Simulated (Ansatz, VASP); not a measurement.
## One calculation of Sr, two programs

```
Sr
1.0
     6.98546    0.00000    0.00000
    -3.49273    6.04959    0.00000
     0.00000    0.00000    4.18751
Sr
3
Cartesian
  0.0000 0.0000 0.0000
  0.0000 4.0331 2.0938
  3.4927 2.0165 2.0938
```

Alike in both runs: functional RPBE; k mesh 6 × 6 × 8; occupations fermi-dirac, width 0.1 eV; no spin polarisation.

Ansatz relaxed the structure, and its values are those at the end. VASP's run is a single point on that final structure, the one shown.

|  | VASP | Ansatz |
| --- | --- | --- |
| version | VASP 6.6.1 | Ansatz 0.2.0 |
| potentials or method | VASP PAW PBE potentials, release 64 (Sr_sv), cutoff 520 eV | plane waves (420 eV) with PAW, scalar-relativistic |
| valence electrons in the cell | 30 | 30 |

|  | VASP | Ansatz | Ansatz less VASP |
| --- | --- | --- | --- |
| pressure (GPa) | 0.0 | 0.0 | 0.00 |

VASP's potentials were made for PBE, not for RPBE.
